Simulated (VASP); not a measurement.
# Zn11CuS12 (a cell with a defect) in VASP: single point with PBE

Aim: the single point of Zn11CuS12 (a cell with a defect) with PBE.

All numbers are computed with VASP 6.6.1; they aren't measurements. Logs are shortened: lines on timing, memory, paths and dates and some standing lists are left out, and cuts for length are marked.

**1. The cell of the first run**

The cell holds a defect, 24 atoms: a = 6.621 Å, b = 6.621 Å, c = 12.520 Å, α = 90.00°, β = 90.00°, γ = 120.00°.

**2. Single point, PBE**

INCAR

```
ALGO = Normal
EDIFF = 1E-7
ENCUT = 520
GGA = PE
ISIF = 2
ISMEAR = -1
LASPH = True
LCHARG = False
LREAL = Auto
LWAVE = False
NBANDS = 126
NELECT = 216.0
NELM = 60
PREC = Accurate
SIGMA = 0.01
```

KPOINTS

```
k-points
0
Gamma
  3 3 2
```

POSCAR

```
Zn11CuS12
1.0
    5.7340500000      3.3105553110      0.0000000000
   -5.7340500000      3.3105553110      0.0000000000
    0.0000000000      0.0000000000     12.5200000000
Zn Cu S
11 1 12
Direct
   -0.0006000641     -0.0006000641      0.0057713726
    0.3333333333      0.6672667307      0.0057713726
    0.6672667307      0.3333333333      0.0057713726
    0.0043221286      0.0043221286      0.4969135913
    0.3333333333      0.6623445380      0.4969135913
    0.6623445380      0.3333333333      0.4969135913
    0.6666666667      0.0000000000      0.2448287213
    0.0000000000      0.6666666667      0.2448287213
    0.3333333333      1.0006667137      0.7513272296
    0.6659999530      0.6659999530      0.7513272296
    0.0006667137      0.3333333333      0.7513272296
    0.3333333333      0.3333333333      0.2491674761
    0.0042770126      0.0042770126      0.1891448789
    0.3333333333      0.6623896541      0.1891448789
    0.6623896541      0.3333333333      0.1891448789
   -0.0006882580     -0.0006882580      0.6867225109
    0.3333333333      0.6673549247      0.6867225109
    0.6673549247      0.3333333333      0.6867225109
    0.3333333333      0.3333333333      0.4346720847
    0.6666666667      0.0000000000      0.4365687860
    0.0000000000      0.6666666667      0.4365687860
    0.3333333333      1.0006878713      0.9379088916
    0.6659787954      0.6659787954      0.9379088916
    0.0006878713      0.3333333333      0.9379088916
```

Potentials or basis: VASP PAW PBE potentials, release 64 (Zn, Cu, S).

The run is started by

```console
$ cat potpaw_PBE.64/Zn/POTCAR potpaw_PBE.64/Cu/POTCAR potpaw_PBE.64/S/POTCAR > POTCAR
$ mpirun -np 1 vasp_std > vasp.out
```

OUTCAR:

```text
EDIFF = 1E-7
   ENCUT = 520
   GGA = PE
   ISIF = 2
   ISMEAR = -1
   LASPH = True
   LREAL = Auto
   NELECT = 216.0
   NELM = 60
   PREC = Accurate

 ion  position               nearest neighbor table
   1  0.999  0.999  0.006-  13 2.30  22 2.36  24 2.36  23 2.37
   2  0.333  0.667  0.006-  14 2.30  24 2.36  23 2.36  22 2.37
   3  0.667  0.333  0.006-  15 2.30  22 2.36  23 2.36  24 2.37
   4  0.004  0.004  0.497-  19 2.31  20 2.35  21 2.35  16 2.38
   5  0.333  0.662  0.497-  19 2.31  21 2.35  20 2.35  17 2.38
   6  0.662  0.333  0.497-  19 2.31  20 2.35  21 2.35  18 2.38
[... 16 lines left out ...]
  23  0.666  0.666  0.938-  10 2.34   3 2.36   2 2.36   1 2.37
  24  0.001  0.333  0.938-  11 2.34   2 2.36   1 2.36   3 2.37

  LATTYP: Found a hexagonal cell.
 ALAT       =     6.6211106221
 C/A-ratio  =     1.8909214352

  Lattice vectors:

 A1 = (   5.7340500000,   3.3105553110,   0.0000000000)
 A2 = (  -5.7340500000,   3.3105553110,   0.0000000000)
 A3 = (   0.0000000000,   0.0000000000,  12.5200000000)

Analysis of symmetry for initial positions (statically):
=====================================================================
 Subroutine PRICEL returns:
 Original cell was already a primitive cell.

 Routine SETGRP: Setting up the symmetry group for a
 hexagonal supercell.

 Subroutine GETGRP returns: Found  6 space group operations
 (whereof  2 operations were pure point group operations)
 out of a pool of 24 trial point group operations.

The static configuration has the point symmetry C_1h.
 The point group associated with its full space group is C_3v.

Analysis of symmetry for dynamics (positions and initial velocities):
=====================================================================
 Subroutine PRICEL returns:
 Original cell was already a primitive cell.

 Routine SETGRP: Setting up the symmetry group for a
 hexagonal supercell.

 Subroutine GETGRP returns: Found  6 space group operations
 (whereof  2 operations were pure point group operations)
 out of a pool of 24 trial point group operations.

The dynamic configuration has the point symmetry C_1h.
 The point group associated with its full space group is C_3v.

 Subroutine INISYM returns: Found  6 space group operations
[... 122 lines left out ...]
   EDIFF  = 0.1E-06   stopping-criterion for ELM
   LREAL  =      T    real-space projection
   EDIFFG = 0.1E-05   stopping-criterion for IOM
   NSW    =      0    number of steps for IOM
   IBRION =     -1    ionic relax: 0-MD 1-quasi-New 2-CG
   NFREE  =      0    steps in history (QN), initial steepest desc. (CG)
   ISIF   =      2    stress and relaxation
   ISYM   =      2    0-nonsym 1-usesym 2-fastsym
   POTIM  = 0.5000    time-step for ionic-motion
   TEBEG  =    0.0;   TEEND  =   0.0 temperature during run
   PSTRESS=    0.0 pullay stress
   NELECT =     216.0000    total number of electrons
   NUPDOWN=      -1.0000    fix difference up-down
   EMIN   =  10.00;   EMAX   =-10.00  energy-range for DOS
   EFERMI =   0.00;   METHOD = LEGACY
   ISMEAR =    -1;   SIGMA  =   0.01  broadening in eV -4-tet -1-fermi 0-gaus
   EFERMI_NEDOS =   21; number of points for ismear=-14 and -15
   IALGO  =     38    algorithm
   IMIX   =      4    mixing-type and parameters
     AMIX     =   0.40;   BMIX     =  1.00
     AMIX_MAG =   1.60;   BMIX_MAG =  1.00
  volume/ion in A,a.u.               =      19.81       133.65
  Fermi-wavevector in a.u.,A,eV,Ry     =   1.258618  2.378443 21.553244  1.584119
  Thomas-Fermi vector in A             =   2.392218
   LORBIT       =      0    0 simple, 1 ext, 2 COOP (PROOUT), +10 PAW based schemes
   GGA     = PE    functional components
   LHFCALC =     F    Hartree Fock is set to
   AEXX    =    0.0000 exact exchange contribution
   IVDW    =     0    specifies the selected vdW correction
   LEPSILON=     F    determine dielectric tensor
   LRPA    =     F    only Hartree local field effects (RPA)
 non-spin polarized calculation
  energy-cutoff  :      520.00
  volume of cell :      475.33
 maximum number of plane-waves:     12850
 NGX is ok and might be reduce to    50
   NGX = 25   NGY = 25   NGZ = 47

 number of electron     216.0000001 magnetization

 Free energy of the ion-electron system (eV)
  ---------------------------------------------------
  ext. energy  EPLUGINS =         0.00000000
  ---------------------------------------------------
  free energy    TOTEN  =       -80.44860605 eV

  energy without entropy =      -80.44860605  energy(sigma->0) =      -80.44860605

 E-fermi :   3.4725     XC(G=0):  -9.6493

 val. band max:        3.1981540005   @ k =   0.0000   0.0000   0.0000
 cond. band min:       4.2805896729   @ k =   0.0000   0.0000   0.0000
 fundamental gap:      1.0824356724
 Fermi energy:         3.4725213022

 k-point     1 :       0.0000    0.0000    0.0000
  band No.  band energies     occupation
      1     -11.0231      2.00000
      2     -10.5770      2.00000
      3     -10.4779      2.00000
      4     -10.0201      2.00000
      5     -10.0201      2.00000
      6      -9.9427      2.00000
[... 727 lines left out ...]
    119       6.5530      0.00000
    120       6.7895      0.00000
 [bands above 120 left out]

------------------------ aborting loop because EDIFF is reached ----------------------------------------

  FORCE on cell =-STRESS in cart. coord.  units (eV):
  Direction    XX          YY          ZZ          XY          YZ          ZX
  --------------------------------------------------------------------------------------
  -------------------------------------------------------------------------------------
  Total       11.0562401     11.0562401     11.0463950      0.0000000      0.0000000      0.0000000
  in kB       37.2667395     37.2667395     37.2335547      0.0000000      0.0000000      0.0000000
  external PRESSURE =      37.2556779 kB  Pullay stress =       0.0000000 kB

 VOLUME and BASIS-vectors are now :
 -----------------------------------------------------------------------------
  energy-cutoff  :      520.00
  volume of cell :      475.33
      direct lattice vectors                 reciprocal lattice vectors
     5.734050000  3.310555311  0.000000000     0.087198403  0.151032064  0.000000000
    -5.734050000  3.310555311  0.000000000    -0.087198403  0.151032064  0.000000000
     0.000000000  0.000000000 12.520000000     0.000000000  0.000000000  0.079872204

 POSITION                                       TOTAL-FORCE (eV/Angst)
 -----------------------------------------------------------------------------------
      0.00000      6.61714      0.07226         0.000000     -0.000729     -0.002667
     -1.91479      3.31254      0.07226        -0.000632      0.000365     -0.002667
      1.91479      3.31254      0.07226         0.000632      0.000365     -0.002667
      0.00000      0.02862      6.22136         0.000000     -0.000913     -0.002691
     -1.88657      3.29625      6.22136        -0.000790      0.000456     -0.002691
      1.88657      3.29625      6.22136         0.000790      0.000456     -0.002691
[... 16 lines left out ...]
      0.00000      4.40952     11.74262         0.000000      0.002087     -0.001898
     -1.90741      1.10580     11.74262        -0.001808     -0.001044     -0.001898
 -----------------------------------------------------------------------------------
    total drift:                               -0.000000     -0.000744      0.005525

  FREE ENERGIE OF THE ION-ELECTRON SYSTEM (eV)
  ---------------------------------------------------
  free  energy   TOTEN  =       -80.4486060455 eV

  energy  without entropy=      -80.4486060455  energy(sigma->0) =      -80.44860605
```

OSZICAR:

```text
N       E                     dE             d eps       ncg     rms          rms(c)
DAV:   1     0.216794757145E+04    0.21679E+04   -0.94804E+04  1512   0.208E+03
DAV:   2     0.343927524690E+03   -0.18240E+04   -0.17681E+04  1512   0.528E+02
DAV:   3    -0.456223279144E+02   -0.38955E+03   -0.37504E+03  1588   0.208E+02
[... 12 lines left out ...]
DAV:  16    -0.804486010684E+02   -0.63681E-05   -0.22173E-05  2040   0.583E-02    0.332E-02
DAV:  17    -0.804486049964E+02   -0.39280E-05   -0.13144E-05  1824   0.304E-02    0.127E-02
DAV:  18    -0.804486053502E+02   -0.35383E-06   -0.45206E-06  1900   0.219E-02    0.672E-03
DAV:  19    -0.804486059117E+02   -0.56152E-06   -0.27736E-06  1768   0.105E-02    0.727E-03
DAV:  20    -0.804486060119E+02   -0.10019E-06   -0.58249E-07  1520   0.658E-03    0.560E-03
DAV:  21    -0.804486060455E+02   -0.33564E-07   -0.10488E-07   858   0.293E-03
   1 F= -.80448606E+02 E0= -.80448606E+02  d E =-.124583E-12
```

Wall time 15 min (1 thread of Intel Xeon Platinum 8259CL at 2.50GHz (Skylake/Cascade Lake), shared host); peak memory 0.66 GiB.

Results:

```yaml
Free_energy: -80.4486 eV
Largest_force: 0.010 eV/Å
```

Forces in eV/Å, atoms in the order of the input:
```
Zn   0.000 -0.001 -0.003
Zn  -0.001  0.000 -0.003
Zn   0.001  0.000 -0.003
Zn   0.000 -0.001 -0.003
Zn  -0.001  0.000 -0.003
Zn   0.001  0.000 -0.003
Zn   0.000  0.000 -0.010
Zn   0.000  0.000 -0.010
Zn   0.000  0.000 -0.002
Zn   0.000  0.000 -0.002
Zn   0.000  0.000 -0.002
Cu   0.000  0.000 -0.008
S    0.000 -0.001  0.005
S   -0.001  0.000  0.005
S    0.001  0.000  0.005
S    0.000 -0.001  0.006
S   -0.001  0.000  0.006
S    0.001  0.000  0.006
S    0.000  0.000  0.010
S    0.000  0.000  0.005
S    0.000  0.000  0.005
S    0.002 -0.001 -0.002
S    0.000  0.002 -0.002
S   -0.002 -0.001 -0.002
```

Levels at points of the mesh, in eV from the Fermi level:
| k point | band 104 | band 105 | band 106 | band 107 | band 108 | band 109 | band 110 | band 111 | band 112 | band 113 |
| --- | --- | --- | --- | --- | --- | --- | --- | --- | --- | --- |
| (0.00, 0.00, 0.00) | -1.30 | -1.30 | -0.61 | -0.27 | -0.27 | 0.81 | 1.78 | 2.16 | 2.48 | 3.19 |
| (0.00, 0.00, 0.50) | -1.29 | -1.29 | -0.85 | -0.28 | -0.28 | 1.53 | 1.73 | 1.90 | 2.35 | 2.94 |

Caveat: the cell carries a net charge on a neutralising background, which shifts energy and pressure; the cell is charged against a uniform background, so pressure and absolute levels hang on convention.
